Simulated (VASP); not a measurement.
Set up this calculation in VASP 6.6.1, as the native input.

```
Task                   : single point
Functional             : r2SCAN
Potentials or basis    : VASP PAW PBE potentials, release 64 (Cd, S)
Cutoff                 : 520 eV
k mesh                 : 4 × 4 × 4
Occupations            : gaussian, width 0.01 eV
Spin                   : no spin polarisation
Dipole correction      : no
Further INCAR settings : ALGO = Normal; EDIFF = 1e-07; NBANDS = 16
```

Crystal: CdS (Hawleyite).

```
CELL_PARAMETERS angstrom
0.00000 2.91650 2.91650
2.91650 0.00000 2.91650
2.91650 2.91650 0.00000
ATOMIC_POSITIONS crystal
Cd 0.00000 0.00000 0.00000
S 0.25000 0.25000 0.25000
```

One way to write it, as run:

POSCAR

```
CdS
1.0
    0.0000000000      2.9165000000      2.9165000000
    2.9165000000      0.0000000000      2.9165000000
    2.9165000000      2.9165000000      0.0000000000
Cd S
1 1
Direct
    0.0000000000      0.0000000000      0.0000000000
    0.2500000000      0.2500000000      0.2500000000
```

INCAR.step1

```
SYSTEM = CdS
PREC = Accurate ; ENCUT = 520
ISMEAR = 0 ; SIGMA = 0.01
LREAL = .False. ; LASPH = .True.
NELM = 80 ; NBANDS = 16
GGA = PE ; ALGO = Normal
EDIFF = 1E-4 ; LWAVE = .True.
LCHARG = .False.
```

INCAR.step2

```
SYSTEM = CdS
PREC = Accurate ; ENCUT = 520
EDIFF = 1E-7 ; ISMEAR = 0
SIGMA = 0.01 ; LREAL = .False.
LASPH = .True. ; NELM = 80
ALGO = Normal ; ISIF = 2
LWAVE = .False. ; LCHARG = .False.
METAGGA = R2SCAN ; LMIXTAU = .True.
NBANDS = 16 ; ISTART = 1
```

KPOINTS

```
regular mesh
0
Gamma
  4 4 4
  0 0 0
```

Potentials or basis: VASP PAW PBE potentials, release 64 (Cd, S).

The run is started by

```bash
$ cat potpaw_PBE.64/Cd/POTCAR potpaw_PBE.64/S/POTCAR > POTCAR
$ cp INCAR.step1 INCAR
$ mpirun -np 1 vasp_std > vasp.out
$ cp INCAR.step2 INCAR
$ mpirun -np 1 vasp_std > vasp.out
```

Results of the run:

```yaml
Pressure: 2.0 GPa
Band_gap_on_the_k_mesh: 1.58 eV, direct
```

Caveat: the k points lie up to 0.47 Å⁻¹ apart; the PAW data sets were made with another functional, which shifts forces and pressure a little.

It took 25 s on 1 thread of AMD EPYC 9R45 96-Core Processor (Zen 5) (shared host), peak memory 0.15 GiB.
